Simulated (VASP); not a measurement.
Write the native input for VASP 6.6.1 that does the following.

```yaml
Task: relaxation of cell and atoms
Functional: PBE
Potentials_or_basis: VASP PAW PBE potentials, release 64 (Ti_sv, Nb_sv, As)
Cutoff: 600 eV
k_mesh: 4 × 4 × 4
Occupations: gaussian, width 0.1 eV
Spin: no spin polarisation
Dipole_correction: no
Further_INCAR_settings: ALGO = Normal; EDIFF = 1e-06; IBRION = 2; EDIFFG = -0.04; NSW = 90; ISIF = 3
```

The structure of TiNbAs6 lies in POSCAR:

```
TiNbAs6
1.0
    0.0000000000      5.0420302000      5.0420302000
    5.0420302000      0.0000000000      5.0420302000
    5.0420302000      5.0420302000      0.0000000000
Ti Nb As
1 1 6
Direct
    0.5000000000      0.5000000000      0.5000000000
    0.0000000000      0.0000000000      0.0000000000
    0.7500000000      0.2500000000      0.2500000000
    0.2500000000      0.7500000000      0.7500000000
    0.2500000000      0.7500000000      0.2500000000
    0.7500000000      0.2500000000      0.7500000000
    0.2500000000      0.2500000000      0.7500000000
    0.7500000000      0.7500000000      0.2500000000
```

One way to write it, as run:

INCAR

```
SYSTEM = TiNbAs6
  ALGO = Normal
  EDIFF = 1E-6
  EDIFFG = -0.04
  ENCUT = 600
  GGA = PE
  IBRION = 2
  ISIF = 3
  ISMEAR = 0
  LASPH = .TRUE.
  LCHARG = .FALSE.
  LREAL = .FALSE.
  LWAVE = .FALSE.
  NELM = 100
  NSW = 90
  PREC = Accurate
  SIGMA = 0.1
```

KPOINTS

```
k-points
0
G
  4 4 4
  0 0 0
```

Potentials or basis: VASP PAW PBE potentials, release 64 (Ti_sv, Nb_sv, As).

Launch:

```sh
$ cat potpaw_PBE.64/Ti_sv/POTCAR potpaw_PBE.64/Nb_sv/POTCAR potpaw_PBE.64/As/POTCAR > POTCAR
$ mpirun -np 1 vasp_std > vasp.out
```

Results of the run:

```json
{
  "Relaxed volume": "30.34 Å³/atom",
  "Relaxed cell": "a = 7.002 Å, b = 7.002 Å, c = 7.002 Å, α = 60.00°, β = 60.00°, γ = 60.00°",
  "Space group after relaxing (to 0.1 Å)": "Fm-3m (No. 225)",
  "Energy gained by relaxing": "20.9 meV/atom",
  "Ionic steps": "4",
  "Pressure after relaxing": "0.1 GPa",
  "Band gap on the k mesh": "zero (an odd number of electrons rules out a gap without spin polarisation)"
}
```

Run time: 20 min on 1 thread of Intel Xeon 8259CL, on a shared host, peak memory 0.59 GiB.
